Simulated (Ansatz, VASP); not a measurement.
## Two plane-wave programs on SrO

INCAR

```
SYSTEM = SrO
PREC     = Accurate       ! precision mode
ENCUT    = 520            ! plane-wave cutoff, eV
EDIFF    = 1E-8           ! SCF threshold, eV
ISMEAR   = -1             ! smearing method
SIGMA    = 0.03           ! smearing width, eV
LREAL    = .FALSE.        ! projectors in reciprocal space
LASPH    = .TRUE.         ! aspherical terms in the spheres
NELM     = 60             ! most SCF steps
ALGO     = Normal         ! electronic algorithm
ISIF     = 2              ! what is computed and relaxed
LWAVE    = .FALSE.        ! write WAVECAR
LCHARG   = .FALSE.        ! write CHGCAR
GGA      = PE             ! functional
LEFG     = .TRUE.       
NBANDS   = 15             ! bands
```

Contents of KPOINTS:

```
regular mesh
0
G
  13 13 13
  0 0 0
```

File POSCAR:

```
SrO
1.0
    0.0000000000      2.6509668179      2.4935101550
    2.6509668179      0.0000000000      2.4935101550
    2.6509668179      2.6509668179      0.0000000000
Sr O
1 1
Direct
    0.0000000000      0.0000000000      0.0000000000
    0.5000000000      0.5000000000      0.5000000000
```

Input for Ansatz:

```yaml
crystal:
  lattice:
    - [0.0, 2.6509668179, 2.493510155]
    - [2.6509668179, 0.0, 2.493510155]
    - [2.6509668179, 2.6509668179, 0.0]
  atoms:
    - { symbol: Sr, position: [0.0, 0.0, 0.0] }
    - { symbol: O, position: [0.5, 0.5, 0.5] }
kpoints:
  mp_grid: { grid: [13, 13, 13] }
scf:
  occupations: { method: fermi_dirac, width: 0.03 }
hamiltonian:
  xc: pbe
  pseudopotentials: { kind: paw }
output:
  forces: true
  stress: true
  eigenvalues: true
  efg: { contact_densities: true }
```

Change from the starting cell: z stretched by -4 % at fixed volume, PAW files.

Alike in both runs: task electric field gradients; functional PBE; k mesh 13 × 13 × 13; occupations fermi-dirac, width 0.03 eV; no spin polarisation.

```csv
,VASP,Ansatz
version,VASP 6.6.1,Ansatz 0.2.0
potentials or method,"VASP PAW PBE potentials, release 64 (Sr_sv, O)","PAW with Ansatz's default frozen-core files, scalar-relativistic"
plane-wave cutoff (eV),520,420
valence electrons in the cell,16,16
```

|  | VASP | Ansatz | Ansatz less VASP |
| --- | --- | --- | --- |
| gap on the k mesh at the Fermi level (eV) | 3.01 | 3.06 | +0.050 |
| pressure (GPa) | 1.3 | 0.7 | -0.54 |
| traceless stress, the component that is largest in VASP (GPa) | 5.55 | 5.24 | -0.306 |
| size of Vzz on the site where it differs most (V/Å²) | 21.1 | 20.3 | -0.80 |
